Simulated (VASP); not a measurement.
# B5N (Cmmm) in VASP: further runs

Runs on B5N. Level: PBE. Tasks: single point, relaxation of cell and atoms.

Everything below comes from runs of VASP 6.6.1. Logs are shortened: lines on timing, memory, paths and dates and some standing lists are left out, and cuts for length are marked.

## (1) The cell of the first run

The structure is orthorhombic, space group Cmmm (No. 65). Conventional cell: a = 3.473 Å, b = 6.377 Å, c = 4.733 Å, α = 90.00°, β = 90.00°, γ = 90.00°. Within 1.5 Å of B (site symmetry m) lie 1 N at 1.14 Å and 1 B at 1.29 Å. Within 3.1 Å of B (site symmetry mmm) lie 2 N at 2.37 Å and 8 B at 2.63 Å. N (site symmetry mmm) has 4 B at 1.14 Å within 1.5 Å.

The cell was generated, and may not be a known phase.

## (2) Single point, PBE

INCAR reads:

```
PREC     = Accurate       # precision mode
ENCUT    = 520            # plane-wave cutoff, eV
EDIFF    = 1E-7           # SCF threshold, eV
ISMEAR   = 0              # smearing method
SIGMA    = 0.1            # smearing width, eV
LREAL    = F              # projectors in reciprocal space
LASPH    = T              # aspherical terms in the spheres
NELM     = 80             # most SCF steps
ALGO     = Normal         # electronic algorithm
ISIF     = 2              # what is computed and relaxed
LWAVE    = F              # write WAVECAR
LCHARG   = T              # write CHGCAR
GGA      = PE             # functional
LELF     = T              # ELF
LVHAR    = T            
NBANDS   = 19             # bands
```

KPOINTS reads:

```
regular mesh
0
Gamma
  6 6 4
```

POSCAR reads:

```
B5N
1.0
    1.7363674300     -3.1884113000      0.0000000000
    1.7363674300      3.1884113000      0.0000000000
    0.0000000000      0.0000000000      4.7334220100
B N
5 1
Direct
    0.1706799600      0.3727557000      0.5000000000
    0.8293200400      0.6272443000      0.5000000000
    0.6272443000      0.8293200400      0.5000000000
    0.3727557000      0.1706799600      0.5000000000
    0.0000000000      0.0000000000      0.0000000000
    0.0000000000      0.0000000000      0.5000000000
```

Potentials or basis: VASP PAW PBE potentials, release 64 (B, N).

Run with:

```bash
cat potpaw_PBE.64/B/POTCAR potpaw_PBE.64/N/POTCAR > POTCAR
mpirun -np 1 vasp_std > vasp.out
```

OUTCAR:

```text
PREC = Accurate
   ENCUT = 520
   EDIFF = 1E-7
   ISMEAR = 0
   LREAL = F
   LASPH = T
   NELM = 80
   ISIF = 2
   GGA = PE

 ion  position               nearest neighbor table
   1  0.171  0.373  0.500-   6 1.14   4 1.29   3 1.59   3 1.89   2 1.91   2 2.04
   2  0.829  0.627  0.500-   6 1.14   3 1.29   4 1.59   4 1.89   1 1.91   1 2.04
   3  0.627  0.829  0.500-   6 1.14   2 1.29   1 1.59   1 1.89   4 1.91   4 2.04
   4  0.373  0.171  0.500-   6 1.14   1 1.29   2 1.59   2 1.89   3 1.91   3 2.04
   5  0.000  0.000  0.000-
   6  0.000  0.000  0.500-   1 1.14   2 1.14   3 1.14   4 1.14

  LATTYP: Found a base centered orthorhombic cell.
 ALAT       =     3.4727348600
 B/A-ratio  =     1.8362538049
 C/A-ratio  =     1.3630243024

  Lattice vectors:

 A1 = (   1.7363674300,  -3.1884113000,   0.0000000000)
 A2 = (   1.7363674300,   3.1884113000,   0.0000000000)
 A3 = (   0.0000000000,   0.0000000000,   4.7334220100)

Analysis of symmetry for initial positions (statically):
=====================================================================
 Subroutine PRICEL returns:
 Original cell was already a primitive cell.

 Routine SETGRP: Setting up the symmetry group for a
 base centered orthorhombic supercell.

 Subroutine GETGRP returns: Found  8 space group operations
 (whereof  8 operations were pure point group operations)
 out of a pool of  8 trial point group operations.

The static configuration has the point symmetry D_2h.

Analysis of symmetry for dynamics (positions and initial velocities):
=====================================================================
 Subroutine PRICEL returns:
 Original cell was already a primitive cell.

 Routine SETGRP: Setting up the symmetry group for a
 base centered orthorhombic supercell.

 Subroutine GETGRP returns: Found  8 space group operations
 (whereof  8 operations were pure point group operations)
 out of a pool of  8 trial point group operations.

The dynamic configuration has the point symmetry D_2h.

 Subroutine INISYM returns: Found  8 space group operations
 (whereof  8 operations are pure point group operations),
 and found     1 'primitive' translations

----------------------------------------------------------------------------------------

                                     Primitive cell

  volume of cell :      52.4108

  direct lattice vectors                    reciprocal lattice vectors
     1.736367430 -3.188411300  0.000000000     0.287957486 -0.156817911  0.000000000
     1.736367430  3.188411300  0.000000000     0.287957486  0.156817911  0.000000000
     0.000000000  0.000000000  4.733422010     0.000000000  0.000000000  0.211263648

  length of vectors
     3.630556220  3.630556220  4.733422010     0.327889266  0.327889266  0.211263648

  position of ions in fractional coordinates (direct lattice)
     0.170679960  0.372755700  0.500000000
     0.829320040  0.627244300  0.500000000
     0.627244300  0.829320040  0.500000000
     0.372755700  0.170679960  0.500000000
     0.000000000  0.000000000  0.000000000
     0.000000000  0.000000000  0.500000000

  ion indices of the primitive-cell ions
   primitive index   ion index
                 1           1
                 2           2
                 3           3
                 4           4
                 5           5
                 6           6

----------------------------------------------------------------------------------------

 KPOINTS: regular mesh

Automatic generation of k-mesh.
 Grid dimensions read from file:
 generate k-points for:    6    6    4

 Generating k-lattice:

  Cartesian coordinates                     Fractional coordinates (reciprocal lattice)
     0.047992914 -0.026136319  0.000000000     0.166666667 -0.000000000  0.000000000
     0.047992914  0.026136319  0.000000000    -0.000000000  0.166666667  0.000000000
     0.000000000  0.000000000  0.052815912     0.000000000  0.000000000  0.250000000

  Length of vectors
     0.054648211  0.054648211  0.052815912

  Shift w.r.t. Gamma in fractional coordinates (k-lattice)
     0.000000000  0.000000000  0.000000000

 Subroutine IBZKPT returns following result:
 ===========================================

 Found     39 irreducible k-points:

 Following reciprocal coordinates:
            Coordinates               Weight
  0.000000  0.000000  0.000000      1.000000
  0.166667  0.000000  0.000000      4.000000
  0.333333 -0.000000  0.000000      4.000000
  0.500000  0.000000  0.000000      2.000000
  0.166667  0.166667  0.000000      2.000000
  0.333333  0.166667  0.000000      4.000000
[... 16 lines left out ...]
  0.333333  0.333333  0.250000      4.000000
  0.500000  0.333333  0.250000      8.000000
 [... further k-points ...]
   k-points           NKPTS =     39   k-points in BZ     NKDIM =     39   number of bands    NBANDS=     19
   number of dos      NEDOS =    301   number of ions     NIONS =      6
   total plane-waves  NPLWV =  28224
   dimension x,y,z NGX =    28 NGY =   28 NGZ =   36
   dimension x,y,z NGXF=    56 NGYF=   56 NGZF=   72
   ions per type =               5   1
   NGX,Y,Z   is equivalent  to a cutoff of  12.82, 12.82, 12.64 a.u.
   NGXF,Y,Z  is equivalent  to a cutoff of  25.64, 25.64, 25.29 a.u.
 SYSTEM =  unknown system
   PREC   = accura    normal or accurate (medium, high low for compatibility)
   ISTART =      0    job   : 0-new  1-cont  2-samecut
   ICHARG =      2    charge: 1-file 2-atom 10-const
   ISPIN  =      1    spin polarized calculation?
   LNONCOLLINEAR =      F non collinear calculations
   LSORBIT =      F    spin-orbit coupling
   LASPH  =      T    aspherical Exc in radial PAW
   ENCUT  =  520.0 eV  38.22 Ry    6.18 a.u.   6.75  6.75  8.80*2*pi/ulx,y,z
   NELM   =     80;   NELMIN=  2; NELMDL= -5     # of ELM steps
   EDIFF  = 0.1E-06   stopping-criterion for ELM
   LREAL  =      F    real-space projection
   EDIFFG = 0.1E-05   stopping-criterion for IOM
   NSW    =      0    number of steps for IOM
   IBRION =     -1    ionic relax: 0-MD 1-quasi-New 2-CG
   NFREE  =      0    steps in history (QN), initial steepest desc. (CG)
   ISIF   =      2    stress and relaxation
   ISYM   =      2    0-nonsym 1-usesym 2-fastsym
   POTIM  = 0.5000    time-step for ionic-motion
   TEBEG  =    0.0;   TEEND  =   0.0 temperature during run
   PSTRESS=    0.0 pullay stress
   NELECT =      20.0000    total number of electrons
   NUPDOWN=      -1.0000    fix difference up-down
   EMIN   =  10.00;   EMAX   =-10.00  energy-range for DOS
   EFERMI =   0.00;   METHOD = LEGACY
   ISMEAR =     0;   SIGMA  =   0.10  broadening in eV -4-tet -1-fermi 0-gaus
   EFERMI_NEDOS =   21; number of points for ismear=-14 and -15
   IALGO  =     38    algorithm
   IMIX   =      4    mixing-type and parameters
     AMIX     =   0.40;   BMIX     =  1.00
     AMIX_MAG =   1.60;   BMIX_MAG =  1.00
  volume/ion in A,a.u.               =       8.74        58.95
  Fermi-wavevector in a.u.,A,eV,Ry     =   1.187438  2.243933 19.184351  1.410010
  Thomas-Fermi vector in A             =   2.323590
   LORBIT       =      0    0 simple, 1 ext, 2 COOP (PROOUT), +10 PAW based schemes
   GGA     = PE    functional components
   LHFCALC =     F    Hartree Fock is set to
   AEXX    =    0.0000 exact exchange contribution
   IVDW    =     0    specifies the selected vdW correction
   LEPSILON=     F    determine dielectric tensor
   LRPA    =     F    only Hartree local field effects (RPA)
 non-spin polarized calculation
 Gauss-broadening in eV      SIGMA  =   0.10
  energy-cutoff  :      520.00
  volume of cell :       52.41
 maximum number of plane-waves:      1428
   NGX = 13   NGY = 13   NGZ = 17

 number of electron      19.9999999 magnetization

 Free energy of the ion-electron system (eV)
  ---------------------------------------------------
  ext. energy  EPLUGINS =         0.00000000
  ---------------------------------------------------
  free energy    TOTEN  =       -14.48394674 eV

  energy without entropy =      -14.46923989  energy(sigma->0) =      -14.47659331

 E-fermi :   5.0286     XC(G=0): -10.3410

 val. band max:        5.0263472305   @ k =   0.3333  -0.0000   0.5000
 cond. band min:       5.0323797247   @ k =   0.1667   0.1667   0.5000
 fundamental gap:      0.0060324942
 Fermi energy:         5.0285715675

 k-point     1 :       0.0000    0.0000    0.0000
  band No.  band energies     occupation
      1     -22.3777      2.00000
      2     -14.1560      2.00000
      3      -9.8403      2.00000
      4      -8.6420      2.00000
      5      -8.2499      2.00000
      6      -4.4599      2.00000
[... 11 lines left out ...]
     18      14.0482      0.00000
     19      15.9486      0.00000

 k-point     2 :       0.1667    0.0000    0.0000
  band No.  band energies     occupation
      1     -22.3296      2.00000
      2     -14.4793      2.00000
      3     -10.0044      2.00000
      4      -8.4308      2.00000
      5      -7.6947      2.00000
      6      -4.0551      2.00000
[... 11 lines left out ...]
     18      14.8619      0.00000
     19      16.1440      0.00000

 k-point     3 :       0.3333   -0.0000    0.0000
  band No.  band energies     occupation
      1     -22.2293      2.00000
      2     -15.0374      2.00000
      3     -10.2667      2.00000
      4      -7.9394      2.00000
      5      -6.6397      2.00000
      6      -3.3305      2.00000
[... 11 lines left out ...]
     18      13.9651      0.00000
     19      15.5472      0.00000

 k-point     4 :       0.5000    0.0000    0.0000
  band No.  band energies     occupation
      1     -22.1766      2.00000
      2     -15.2866      2.00000
      3     -10.3804      2.00000
      4      -7.6437      2.00000
      5      -6.0809      2.00000
      6      -3.1221      2.00000
[... 11 lines left out ...]
     18      14.8736      0.00000
     19      15.7202      0.00000

 k-point     5 :       0.1667    0.1667    0.0000
  band No.  band energies     occupation
      1     -22.2374      2.00000
      2     -15.0341      2.00000
      3     -10.0739      2.00000
      4      -8.0171      2.00000
      5      -6.9247      2.00000
      6      -2.6978      2.00000
[... 11 lines left out ...]
     18      15.2094      0.00000
     19      15.2303      0.00000
[... 334 lines left out ...]
      2     -14.4808      2.00000
      3     -10.4728      2.00000
      4      -8.3440      2.00000
      5      -7.5647      2.00000
      6      -3.7385      2.00000
[... 11 lines left out ...]
     18      15.0401      0.00000
     19      15.8741      0.00000

 k-point    22 :      -0.1667    0.1667    0.2500
  band No.  band energies     occupation
      1     -22.3606      2.00000
      2     -14.1542      2.00000
      3     -10.2363      2.00000
      4      -8.6496      2.00000
      5      -8.0516      2.00000
      6      -4.2248      2.00000
[... 11 lines left out ...]
     18      15.1660      0.00000
     19      15.8582      0.00000

 k-point    23 :       0.3333    0.3333    0.2500
  band No.  band energies     occupation
      1     -22.2041      2.00000
      2     -15.0405      2.00000
      3     -10.6057      2.00000
      4      -7.7839      2.00000
      5      -6.9395      2.00000
      6      -2.1349      2.00000
[... 11 lines left out ...]
     18      13.4289      0.00000
     19      15.1297      0.00000

 k-point    24 :       0.5000    0.3333    0.2500
  band No.  band energies     occupation
      1     -22.2817      2.00000
      2     -14.4830      2.00000
      3     -10.7806      2.00000
      4      -8.1108      2.00000
      5      -7.8474      2.00000
      6      -2.9072      2.00000
[... 11 lines left out ...]
     18      14.5202      0.00000
     19      15.0868      0.00000

 [... further k-points ...]

------------------------ aborting loop because EDIFF is reached ----------------------------------------

  FORCE on cell =-STRESS in cart. coord.  units (eV):
  Direction    XX          YY          ZZ          XY          YZ          ZX
  --------------------------------------------------------------------------------------
  -------------------------------------------------------------------------------------
  Total       79.3715379     62.3256513      0.8654423      0.0000000      0.0000000      0.0000000
  in kB     2426.3541205   1905.2686259     26.4562037      0.0000000      0.0000000      0.0000000
  external PRESSURE =    1452.6929834 kB  Pullay stress =       0.0000000 kB

 VOLUME and BASIS-vectors are now :
 -----------------------------------------------------------------------------
  energy-cutoff  :      520.00
  volume of cell :       52.41
      direct lattice vectors                 reciprocal lattice vectors
     1.736367430 -3.188411300  0.000000000     0.287957486 -0.156817911  0.000000000
     1.736367430  3.188411300  0.000000000     0.287957486  0.156817911  0.000000000
     0.000000000  0.000000000  4.733422010     0.000000000  0.000000000  0.211263648

 POSITION                                       TOTAL-FORCE (eV/Angst)
 -----------------------------------------------------------------------------------
      0.94360      0.64430      2.36671        17.857650     28.140486      0.000000
      2.52913     -0.64430      2.36671       -17.857650    -28.140486     -0.000000
      2.52913      0.64430      2.36671       -17.857650     28.140486     -0.000000
      0.94360     -0.64430      2.36671        17.857650    -28.140486      0.000000
      0.00000      0.00000      0.00000         0.000000     -0.000000      0.000000
      0.00000      0.00000      2.36671         0.000000      0.000000      0.000000
 -----------------------------------------------------------------------------------
    total drift:                                0.000000      0.000000      0.000000

  FREE ENERGIE OF THE ION-ELECTRON SYSTEM (eV)
  ---------------------------------------------------
  free  energy   TOTEN  =       -14.4839467365 eV

  energy  without entropy=      -14.4692398867  energy(sigma->0) =      -14.47659331
```

Wall time 67 s (1 thread of Intel Xeon 8259CL, shared host); peak memory 0.18 GiB.

Results:

```yaml
Free_energy: -14.4839 eV
Pressure: 145.3 GPa
Largest_force: 33.328 eV/Å
Band_gap_on_the_k_mesh: zero (bands 10 and 11 overlap by 1.47 eV)
```

Forces in eV/Å, atoms in the order of the input:
```
B    17.858  28.140   0.000
B   -17.858 -28.140   0.000
B   -17.858  28.140   0.000
B    17.858 -28.140   0.000
B     0.000   0.000   0.000
N     0.000   0.000   0.000
```

Caveat: the stress differs along the axes, from 3 to 243 GPa; forces of over 1 eV/Å act on the atoms, so gaps and moduli don't describe the material at rest.

## (3) Single point, PBE

This run uses another cell than the first one, of 11.17 Å³/atom.

INCAR reads:

```
SYSTEM = B5N
ALGO = Normal
EDIFF = 1E-7
ENCUT = 520
GGA = PE
ISIF = 2
ISMEAR = 0
LASPH = .TRUE.
LCHARG = .FALSE.
LREAL = .FALSE.
LWAVE = .FALSE.
NBANDS = 19
NELM = 80
PREC = Accurate
SIGMA = 0.1
```

KPOINTS reads:

```
k-points
0
G
  6 6 4
  0 0 0
```

POSCAR reads:

```
B5N
1.0
    2.0238496568     -3.6003639952      0.0000000000
    2.0238496568      3.6003639952      0.0000000000
    0.0000000000      0.0000000000      4.5995070610
B N
5 1
Direct
    0.1563023875      0.4312579001      0.5000000000
    0.8436976125      0.5687420999      0.5000000000
    0.5687420999      0.8436976125      0.5000000000
    0.4312579001      0.1563023875      0.5000000000
    0.0000000000      0.0000000000      0.0000000000
    0.0000000000      0.0000000000      0.5000000000
```

Potentials or basis: VASP PAW PBE potentials, release 64 (B, N).

Run with:

```bash
cat potpaw_PBE.64/B/POTCAR potpaw_PBE.64/N/POTCAR > POTCAR
mpirun -np 1 vasp_std > vasp.out
```

Wall time 81 s (1 thread of Intel Xeon 8259CL, shared host); peak memory 0.19 GiB.

It converged, with:

```yaml
Free_energy: -33.4854 eV
Pressure: 0.0 GPa
Largest_force: 0.008 eV/Å
Band_gap_on_the_k_mesh: zero (bands 10 and 11 overlap by 1.04 eV)
```

Forces on the atoms (eV/Å):
```
B    0.007  0.004  0.000
B   -0.007 -0.004  0.000
B   -0.007  0.004  0.000
B    0.007 -0.004  0.000
B    0.000  0.000  0.000
N    0.000  0.000  0.000
```

Stress tensor (GPa, compression positive):
```
 0.07  0.00  0.00
 0.00 -0.06  0.00
 0.00  0.00 -0.06
```

Levels at points of the mesh, in eV from the Fermi level:
```csv
k point,band 7,band 8,band 9,band 10,band 11,band 12,band 13,band 14
"(0.00, 0.00, 0.00)",-5.20,-4.39,-3.61,0.09,1.64,1.75,3.39,3.89
"(0.50, 0.00, 0.00)",-4.73,-2.53,-2.24,-0.02,0.24,0.82,1.37,3.68
"(0.50, 0.50, 0.00)",-4.78,-2.72,-2.08,0.04,1.47,1.48,1.85,2.42
"(0.00, 0.00, 0.50)",-4.34,-3.55,-1.99,-0.26,0.51,0.67,1.23,3.41
"(0.50, 0.00, 0.50)",-3.77,-2.49,-1.53,0.06,0.13,0.30,1.46,2.78
"(0.50, 0.50, 0.50)",-3.61,-2.63,-1.57,-0.67,1.33,1.79,1.84,2.72
```

(Part 1 of 2 ends here.)

The gap in the log of VASP goes by the Fermi energy; the results here count the filled bands.